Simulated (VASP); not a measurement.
# Zn6CO6F2 in VASP: notebook

The runs below take Zn6CO6F2 through single point, with PBE.

All numbers are computed with VASP 6.6.1; they aren't measurements. Logs are shortened: lines on timing, memory, paths and dates and some standing lists are left out, and cuts for length are marked.

## Step 1: The cell of the first run

The cell holds a slab with vacuum, 15 atoms: a = 5.804 Å, b = 6.208 Å, c = 17.587 Å, α = 90.00°, β = 90.00°, γ = 117.87°.

## Step 2: Single point, PBE

File INCAR:

```
SYSTEM = Zn6CO6F2
PREC = Accurate
ENCUT = 520
EDIFF = 1E-6
ISMEAR = 0
SIGMA = 0.02
LREAL = Auto
LASPH = .True.
NELM = 100
ALGO = Normal
ISIF = 2
LWAVE = .False.
LCHARG = .False.
GGA = PE
NBANDS = 76
```

File KPOINTS:

```
Automatic mesh
0
Gamma
  2 2 1
  0 0 0
```

File POSCAR:

```
Zn6CO6F2
1.0
    5.8041020000      0.0000000000      0.0000000000
   -2.9020510000      5.4880210000      0.0000000000
    0.0000000000      0.0000000000     17.5870760000
Zn O C F
6 6 1 2
Direct
    0.3333333908      0.0000000000      0.0568599351
    0.3467152515      0.4794732017      0.0721716333
    0.9100573618      0.0493560429      0.1166816474
    0.8523528072      0.5134894710      0.1281919177
    0.4440822073      0.1325098792      0.2187716707
    0.4556103431      0.5781486623      0.2280819165
    0.1643335480      0.6659316719      0.0742751097
    0.1553369416      0.1701491303      0.0266901673
    0.6614437142      0.6998825260      0.1304913335
    0.6412947964      0.1594680487      0.1239342458
    0.3876584813      0.9456713085      0.3137188922
    0.2039281495      0.2524813589      0.1907504124
    0.4020413995      0.7540743740      0.3139147747
   -0.2592615657      0.4646336084      0.2523863546
    0.3699015333      0.6511130333      0.3831986056
```

Potentials or basis: VASP PAW PBE potentials, release 64 (Zn, O, C, F).

Run with:

```bash
> cat potpaw_PBE.64/Zn/POTCAR potpaw_PBE.64/O/POTCAR potpaw_PBE.64/C/POTCAR potpaw_PBE.64/F/POTCAR > POTCAR
> mpirun -np 1 vasp_std > vasp.out
```

OUTCAR:

```text
SYSTEM = Zn6CO6F2
   PREC = Accurate
   ENCUT = 520
   EDIFF = 1E-6
   ISMEAR = 0
   LREAL = Auto
   LASPH = .True.
   NELM = 100
   ISIF = 2
   GGA = PE

 ion  position               nearest neighbor table
   1  0.333  0.000  0.057-   7 1.86   8 1.87  10 1.98   3 2.82   5 2.95   2 2.95
   2  0.347  0.479  0.072-   8 1.89   7 1.90   9 1.98  12 2.44   3 2.80   6 2.82   1 2.95   4 3.01

   3  0.910  0.049  0.117-  10 1.98   9 1.98   8 2.02  12 2.05   2 2.80   1 2.82
   4  0.852  0.513  0.128-   7 1.86   9 1.94  10 1.95  14 2.26   5 2.92   2 3.01
   5  0.444  0.133  0.219-  12 1.93  11 1.97  10 1.99  14 2.06   6 2.74   4 2.92   1 2.95
   6  0.456  0.578  0.228-  13 1.97  12 1.97   9 2.02  14 2.12   5 2.74   2 2.82
   7  0.164  0.666  0.074-   1 1.86   4 1.86   2 1.90
   8  0.155  0.170  0.027-   1 1.87   2 1.89   3 2.02
   9  0.661  0.700  0.130-   4 1.94   3 1.98   2 1.98   6 2.02
  10  0.641  0.159  0.124-   4 1.95   1 1.98   3 1.98   5 1.99
  11  0.388  0.946  0.314-  13 1.23   5 1.97
  12  0.204  0.252  0.191-   5 1.93   6 1.97   3 2.05   2 2.44
  13  0.402  0.754  0.314-  11 1.23  15 1.35   6 1.97
  14  0.741  0.465  0.252-   5 2.06   6 2.12   4 2.26
  15  0.370  0.651  0.383-  13 1.35

  LATTYP: Found a base centered orthorhombic cell.
 ALAT       =     5.8041020000
 B/A-ratio  =     1.8910835819
 C/A-ratio  =     3.0301114625

  Lattice vectors:

 A1 = (   2.9020510000,  -5.4880210000,   0.0000000000)
 A2 = (   2.9020510000,   5.4880210000,   0.0000000000)
 A3 = (   0.0000000000,   0.0000000000,  17.5870760000)

Analysis of symmetry for initial positions (statically):
=====================================================================
 Subroutine PRICEL returns:
 Original cell was already a primitive cell.

 Routine SETGRP: Setting up the symmetry group for a
 base centered orthorhombic supercell.

 Subroutine GETGRP returns: Found  1 space group operations
 (whereof  1 operations were pure point group operations)
 out of a pool of  8 trial point group operations.

The static configuration has the point symmetry C_1 .

Analysis of symmetry for dynamics (positions and initial velocities):
=====================================================================
 Subroutine PRICEL returns:
 Original cell was already a primitive cell.

 Routine SETGRP: Setting up the symmetry group for a
 base centered orthorhombic supercell.

 Subroutine GETGRP returns: Found  1 space group operations
 (whereof  1 operations were pure point group operations)
 out of a pool of  8 trial point group operations.

The dynamic configuration has the point symmetry C_1 .

 Subroutine INISYM returns: Found  1 space group operations
 (whereof  1 operations are pure point group operations),
 and found     1 'primitive' translations

----------------------------------------------------------------------------------------

                                     Primitive cell

  volume of cell :     560.2017

  direct lattice vectors                    reciprocal lattice vectors
     5.804102000  0.000000000  0.000000000     0.172291941  0.091107523  0.000000000
    -2.902051000  5.488021000  0.000000000     0.000000000  0.182215046  0.000000000
     0.000000000  0.000000000 17.587076000     0.000000000  0.000000000  0.056859935

  length of vectors
     5.804102000  6.208081387 17.587076000     0.194897649  0.182215046  0.056859935

  position of ions in fractional coordinates (direct lattice)
     0.333333391  0.000000000  0.056859935
     0.346715252  0.479473202  0.072171633
     0.910057362  0.049356043  0.116681647
     0.852352807  0.513489471  0.128191918
     0.444082207  0.132509879  0.218771671
     0.455610343  0.578148662  0.228081917
     0.164333548  0.665931672  0.074275110
     0.155336942  0.170149130  0.026690167
     0.661443714  0.699882526  0.130491333
     0.641294796  0.159468049  0.123934246
     0.387658481  0.945671309  0.313718892
     0.203928150  0.252481359  0.190750412
     0.402041399  0.754074374  0.313914775
     0.740738434  0.464633608  0.252386355
     0.369901533  0.651113033  0.383198606

  ion indices of the primitive-cell ions
   primitive index   ion index
                 1           1
                 2           2
                 3           3
                 4           4
                 5           5
                 6           6
                 7           7
                 8           8
                 9           9
                10          10
                11          11
                12          12
                13          13
                14          14
                15          15

----------------------------------------------------------------------------------------

 KPOINTS: Automatic mesh

Automatic generation of k-mesh.
 Grid dimensions read from file:
 generate k-points for:    2    2    1

 Generating k-lattice:

  Cartesian coordinates                     Fractional coordinates (reciprocal lattice)
     0.086145971  0.045553762  0.000000000     0.500000000  0.000000000  0.000000000
     0.000000000  0.091107523  0.000000000     0.000000000  0.500000000  0.000000000
     0.000000000  0.000000000  0.056859935     0.000000000  0.000000000  1.000000000

  Length of vectors
     0.097448825  0.091107523  0.056859935

  Shift w.r.t. Gamma in fractional coordinates (k-lattice)
     0.000000000  0.000000000  0.000000000

 Subroutine IBZKPT returns following result:
 ===========================================

 Found      4 irreducible k-points:

 Following reciprocal coordinates:
            Coordinates               Weight
  0.000000  0.000000  0.000000      1.000000
  0.500000 -0.000000  0.000000      1.000000
  0.500000  0.500000  0.000000      1.000000
  0.000000  0.500000  0.000000      1.000000
   k-points           NKPTS =      4   k-points in BZ     NKDIM =      4   number of bands    NBANDS=     76
   number of dos      NEDOS =    301   number of ions     NIONS =     15
   total plane-waves  NPLWV = 322560
   dimension x,y,z NGX =    48 NGY =   48 NGZ =  140
   dimension x,y,z NGXF=    96 NGYF=   96 NGZF=  280
   ions per type =               6   6   1   2
   NGX,Y,Z   is equivalent  to a cutoff of  13.75, 12.85, 13.23 a.u.
   NGXF,Y,Z  is equivalent  to a cutoff of  27.50, 25.71, 26.47 a.u.
 SYSTEM =  Zn6CO6F2
   PREC   = accura    normal or accurate (medium, high low for compatibility)
   ISTART =      0    job   : 0-new  1-cont  2-samecut
   ICHARG =      2    charge: 1-file 2-atom 10-const
   ISPIN  =      1    spin polarized calculation?
   LNONCOLLINEAR =      F non collinear calculations
   LSORBIT =      F    spin-orbit coupling
   LASPH  =      T    aspherical Exc in radial PAW
   ENCUT  =  520.0 eV  38.22 Ry    6.18 a.u.  10.79 11.54 32.70*2*pi/ulx,y,z
   NELM   =    100;   NELMIN=  2; NELMDL= -5     # of ELM steps
   EDIFF  = 0.1E-05   stopping-criterion for ELM
   LREAL  =      T    real-space projection
   EDIFFG = 0.1E-04   stopping-criterion for IOM
   NSW    =      0    number of steps for IOM
   IBRION =     -1    ionic relax: 0-MD 1-quasi-New 2-CG
   NFREE  =      0    steps in history (QN), initial steepest desc. (CG)
   ISIF   =      2    stress and relaxation
   ISYM   =      2    0-nonsym 1-usesym 2-fastsym
   POTIM  = 0.5000    time-step for ionic-motion
   TEBEG  =    0.0;   TEEND  =   0.0 temperature during run
   PSTRESS=    0.0 pullay stress
   NELECT =     126.0000    total number of electrons
   NUPDOWN=      -1.0000    fix difference up-down
   EMIN   =  10.00;   EMAX   =-10.00  energy-range for DOS
   EFERMI =   0.00;   METHOD = LEGACY
   ISMEAR =     0;   SIGMA  =   0.02  broadening in eV -4-tet -1-fermi 0-gaus
   EFERMI_NEDOS =   21; number of points for ismear=-14 and -15
   IALGO  =     38    algorithm
   IMIX   =      4    mixing-type and parameters
     AMIX     =   0.40;   BMIX     =  1.00
     AMIX_MAG =   1.60;   BMIX_MAG =  1.00
  volume/ion in A,a.u.               =      37.35       252.03
  Fermi-wavevector in a.u.,A,eV,Ry     =   0.995597  1.881405 13.486274  0.991213
  Thomas-Fermi vector in A             =   2.127628
   LORBIT       =      0    0 simple, 1 ext, 2 COOP (PROOUT), +10 PAW based schemes
   GGA     = PE    functional components
   LHFCALC =     F    Hartree Fock is set to
   AEXX    =    0.0000 exact exchange contribution
   IVDW    =     0    specifies the selected vdW correction
   LEPSILON=     F    determine dielectric tensor
   LRPA    =     F    only Hartree local field effects (RPA)
 non-spin polarized calculation
 Gauss-broadening in eV      SIGMA  =   0.02
  energy-cutoff  :      520.00
  volume of cell :      560.20
 maximum number of plane-waves:     15095
 NGX is ok and might be reduce to    48
   NGX = 21   NGY = 23   NGZ = 65

 number of electron     126.0000014 magnetization

 Free energy of the ion-electron system (eV)
  ---------------------------------------------------
  ext. energy  EPLUGINS =         0.00000000
  ---------------------------------------------------
  free energy    TOTEN  =       -67.37356469 eV

  energy without entropy =      -67.37356469  energy(sigma->0) =      -67.37356469

 E-fermi :  -3.8421     XC(G=0):  -4.1486

 val. band max:       -3.9659058197   @ k =   0.0000   0.0000   0.0000
 cond. band min:      -2.1619732034   @ k =   0.0000   0.0000   0.0000
 fundamental gap:      1.8039326163
 Fermi energy:        -3.8420865468

 k-point     1 :       0.0000    0.0000    0.0000
  band No.  band energies     occupation
      1     -29.8201      2.00000
      2     -25.9767      2.00000
      3     -25.7650      2.00000
      4     -21.7490      2.00000
      5     -21.3049      2.00000
      6     -20.9325      2.00000
[... 67 lines left out ...]
     74       3.0726      0.00000
     75       3.6727      0.00000
[... 232 lines left out ...]
     74       3.4320      0.00000
     75       3.5026      0.00000
 [bands above 75 left out]

------------------------ aborting loop because EDIFF is reached ----------------------------------------

  FORCE on cell =-STRESS in cart. coord.  units (eV):
  Direction    XX          YY          ZZ          XY          YZ          ZX
  --------------------------------------------------------------------------------------
  -------------------------------------------------------------------------------------
  Total        5.3074910      6.2016595      0.7596384     -4.5639777     -0.1922382      0.0412795
  in kB       15.1794280     17.7367506      2.1725664    -13.0529794     -0.5498014      0.1180594
  external PRESSURE =      11.6962484 kB  Pullay stress =       0.0000000 kB

 VOLUME and BASIS-vectors are now :
 -----------------------------------------------------------------------------
  energy-cutoff  :      520.00
  volume of cell :      560.20
      direct lattice vectors                 reciprocal lattice vectors
     5.804102000  0.000000000  0.000000000     0.172291941  0.091107523  0.000000000
    -2.902051000  5.488021000  0.000000000     0.000000000  0.182215046  0.000000000
     0.000000000  0.000000000 17.587076000     0.000000000  0.000000000  0.056859935

 POSITION                                       TOTAL-FORCE (eV/Angst)
 -----------------------------------------------------------------------------------
      1.93470      0.00000      1.00000         0.049808      0.017724     -0.019895
      0.62092      2.63136      1.26929         0.038814      0.014923     -0.009584
      5.13883      0.27087      2.05209         0.007511     -0.000925      0.018021
      3.45697      2.81804      2.25452         0.003569     -0.010388      0.050591
      2.19295      0.72722      3.84755         0.008746     -0.041665      0.038532
      0.96659      3.17289      4.01129        -0.020013      0.036531      0.055092
     -0.97876      3.65465      1.30628        -0.000072     -0.012226     -0.029664
      0.40781      0.93378      0.46940        -0.060288     -0.014231     -0.123171
      1.80799      3.84097      2.29496        -0.011918      0.038464     -0.011502
      3.25936      0.87516      2.17964         0.015790     -0.020458     -0.024048
     -0.49438      5.18986      5.51740        -0.199110      0.326648      0.006757
      0.45091      1.38562      3.35474        -0.090542     -0.030037     -0.020743
      0.14513      4.13838      5.52084         0.169067     -0.186728     -0.263975
      2.95093      2.54992      4.43874         0.053825      0.038301      0.018185
      0.25738      3.57332      6.73934         0.034812     -0.155934      0.315404
 -----------------------------------------------------------------------------------
    total drift:                                0.009372     -0.000429     -0.000002

  FREE ENERGIE OF THE ION-ELECTRON SYSTEM (eV)
  ---------------------------------------------------
  free  energy   TOTEN  =       -67.3735646853 eV

  energy  without entropy=      -67.3735646853  energy(sigma->0) =      -67.37356469
```

Wall time 8 min (1 thread of AMD EPYC 7R13 (Zen 3), shared host); peak memory 0.69 GiB.

Results:

| Quantity | Value |
| --- | --- |
| Free energy | -67.3736 eV |
| Largest force | 0.383 eV/Å |
| Band gap on the k mesh | 1.80 eV |

Forces in eV/Å, atoms in the order of the input:
```
Zn   0.050  0.018 -0.020
Zn   0.039  0.015 -0.010
Zn   0.008 -0.001  0.018
Zn   0.004 -0.010  0.051
Zn   0.009 -0.042  0.039
Zn  -0.020  0.037  0.055
O    0.000 -0.012 -0.030
O   -0.060 -0.014 -0.123
O   -0.012  0.038 -0.012
O    0.016 -0.020 -0.024
O   -0.199  0.327  0.007
O   -0.091 -0.030 -0.021
C    0.169 -0.187 -0.264
F    0.054  0.038  0.018
F    0.035 -0.156  0.315
```

Levels at points of the mesh, in eV from the valence-band top:
| k point | band 60 | band 61 | band 62 | band 63 | band 64 | band 65 | band 66 | band 67 |
| --- | --- | --- | --- | --- | --- | --- | --- | --- |
| (0.00, 0.00, 0.00) | -0.70 | -0.30 | -0.24 | 0.00 | 1.80 | 3.05 | 4.14 | 5.15 |
| (0.50, 0.00, 0.00) | -0.75 | -0.51 | -0.37 | -0.25 | 3.02 | 3.57 | 4.14 | 4.40 |
| (0.50, 0.50, 0.00) | -0.89 | -0.75 | -0.54 | -0.20 | 2.96 | 3.57 | 3.85 | 4.58 |
| (0.00, 0.50, 0.00) | -0.84 | -0.54 | -0.38 | -0.18 | 2.92 | 3.47 | 3.86 | 4.48 |

Caveat: the k points lie up to 0.61 Å⁻¹ apart; there is no dipole correction, which matters where the two faces differ.

## Step 3: Single point, PBE

File INCAR:

```
PREC = Accurate ; ENCUT = 1010
EDIFF = 1E-6 ; ISMEAR = 0
SIGMA = 0.02 ; LREAL = Auto
LASPH = True ; NELM = 120
ALGO = Normal ; ISIF = 2
LWAVE = False ; LCHARG = False
GGA = PE ; NBANDS = 76
GGA_COMPAT = False ; NELMDL = -8
```

File KPOINTS:

```
regular mesh
0
Gamma
  2 2 1
```

File POSCAR:

```
Zn6CO6F2
1.0
    5.8041020000      0.0000000000      0.0000000000
   -2.9020510000      5.4880210000      0.0000000000
    0.0000000000      0.0000000000     17.5870760000
Zn O C F
6 6 1 2
Direct
    0.3333333908      0.0000000000      0.0568599351
    0.3251154893      0.4741661885      0.0448597027
    0.8874498513      0.0310392398      0.1019179084
    0.8183781702      0.4861245976      0.0946818562
    0.0966523686      0.0286015669      0.2679645553
    0.4004809697      0.5542243734      0.2044914686
    0.1501488620      0.6600036698      0.0537945023
    0.1413807900      0.1496643326      0.0156360841
    0.6314339024      0.6686056777      0.1145167053
    0.6445019125      0.1539152274      0.1105272417
    0.3641971624      0.9138352422      0.3023444034
    0.1684811574      0.2173513913      0.1828533066
    0.3701265914      0.7213055489      0.2964184609
   -0.1594869250      0.8051266568      0.3241970979
    0.3406925416      0.5950864620      0.3620981680
```

Potentials or basis: VASP PAW PBE potentials, release 64 (Zn, O_h, C_h, F_h).

Run with:

```bash
> cat potpaw_PBE.64/Zn/POTCAR potpaw_PBE.64/O_h/POTCAR potpaw_PBE.64/C_h/POTCAR potpaw_PBE.64/F_h/POTCAR > POTCAR
> mpirun -np 1 vasp_std > vasp.out
```

It took 25 min on 1 thread of Intel Xeon Platinum 8488C (Sapphire Rapids), shared host; peak memory 1.5 GiB.

The run converged. Its results:

```
Free energy            : -66.6060 eV
Largest force          : 0.323 eV/Å
Band gap on the k mesh : 1.64 eV
```

Forces on the atoms (eV/Å):
```
Zn  -0.059  0.107 -0.044
Zn   0.100 -0.028  0.015
Zn   0.068 -0.075 -0.061
Zn  -0.002  0.065 -0.004
Zn   0.108  0.077 -0.140
Zn   0.069  0.121  0.068
O   -0.162  0.027 -0.036
O   -0.005 -0.088 -0.084
O    0.130  0.073 -0.007
O   -0.016  0.043  0.068
O    0.074  0.124  0.053
O   -0.001 -0.140  0.034
C   -0.049  0.090  0.036
F   -0.173 -0.263  0.075
F   -0.084 -0.134  0.027
```

Levels at points of the mesh, in eV from the valence-band top:
```csv
k point,band 60,band 61,band 62,band 63,band 64,band 65,band 66,band 67
"(0.00, 0.00, 0.00)",-0.95,-0.54,-0.38,0.00,1.64,3.36,3.79,4.55
"(0.50, 0.00, 0.00)",-0.66,-0.60,-0.52,-0.38,3.24,3.48,3.83,4.43
"(0.50, 0.50, 0.00)",-0.94,-0.73,-0.52,-0.49,3.06,3.37,3.93,4.09
"(0.00, 0.50, 0.00)",-0.97,-0.77,-0.54,-0.40,3.09,3.27,3.80,4.32
```

Caveat: the k points lie up to 0.61 Å⁻¹ apart; there is no dipole correction, which matters where the two faces differ.

## Step 4: Single point, PBE

File INCAR:

```
PREC = Accurate
ENCUT = 1010
EDIFF = 1E-6
ISMEAR = 0
SIGMA = 0.02
LREAL = Auto
LASPH = T
NELM = 120
ALGO = Normal
ISIF = 2
LWAVE = F
LCHARG = F
GGA = PE
NBANDS = 76
GGA_COMPAT = F
NELMDL = -8
```

File KPOINTS:

```
Automatic mesh
0
Gamma
  2 2 1
```

File POSCAR:

```
Zn6CO6F2
1.0
    5.8041020000      0.0000000000      0.0000000000
   -2.9020510000      5.4880210000      0.0000000000
    0.0000000000      0.0000000000     17.5870760000
Zn O C F
6 6 1 2
Direct
    0.3333333000      0.0000000000      0.0568599000
    0.4797936078      0.5273189430      0.0957719309
    0.9841539461      0.1247478791      0.1349867757
    1.0169227817      0.5952644474      0.1694551520
    0.4551622844      0.1493554543      0.2221886851
    0.5701290997      0.6843836411      0.2427353378
    0.2898653377      0.7150285934      0.0906564810
    0.2410513765      0.2340181082      0.0426338415
    0.7981979610      0.7652528606      0.1534932680
    0.7502811392      0.2578313961      0.1562530919
    0.2052677017      0.8223994079      0.2631083013
    0.3035255954      0.3569628994      0.2020317239
    0.3781910941      0.7967557067      0.3105850154
    0.5402156988      1.0420148425      0.3409427612
    0.2528120746      0.6620333889      0.3724969688
```

Run with:

```bash
> cat potpaw_PBE.64/Zn/POTCAR potpaw_PBE.64/O_h/POTCAR potpaw_PBE.64/C_h/POTCAR potpaw_PBE.64/F_h/POTCAR > POTCAR
> mpirun -np 1 vasp_std > vasp.out
```

Wall time 28 min (1 thread of AMD EPYC 7R13 (Zen 3), shared host); peak memory 1.4 GiB.

The run converged. Its results:

```yaml
Free_energy: -66.1025 eV
Largest_force: 0.151 eV/Å
Band_gap_on_the_k_mesh: 1.79 eV (least direct gap 2.00 eV)
```

Forces on the atoms (eV/Å):
```
Zn   0.074  0.039 -0.039
Zn   0.053  0.015 -0.010
Zn   0.035 -0.020 -0.009
Zn   0.022  0.008  0.032
Zn   0.010  0.002  0.017
Zn  -0.001  0.011  0.054
O    0.026 -0.090  0.008
O   -0.111  0.053 -0.086
O    0.012  0.024 -0.035
O   -0.049 -0.023 -0.031
O   -0.020 -0.028  0.030
O   -0.053  0.005  0.023
C    0.001 -0.009 -0.021
F    0.009  0.037  0.024
F   -0.008 -0.025  0.044
```

Levels at points of the mesh, in eV from the valence-band top:
| k point | band 60 | band 61 | band 62 | band 63 | band 64 | band 65 | band 66 | band 67 |
| --- | --- | --- | --- | --- | --- | --- | --- | --- |
| (0.00, 0.00, 0.00) | -0.67 | -0.48 | -0.38 | -0.22 | 1.79 | 3.83 | 4.57 | 4.82 |
| (0.50, 0.00, 0.00) | -0.86 | -0.66 | -0.53 | 0.00 | 3.38 | 3.52 | 4.45 | 4.61 |
| (0.50, 0.50, 0.00) | -0.87 | -0.66 | -0.44 | -0.02 | 3.14 | 3.76 | 4.07 | 4.77 |
| (0.00, 0.50, 0.00) | -0.83 | -0.51 | -0.46 | -0.22 | 3.30 | 3.60 | 4.16 | 4.60 |

Caveat: the k points lie up to 0.61 Å⁻¹ apart; there is no dipole correction, which matters where the two faces differ.

(Continued in part 2 of 2.)
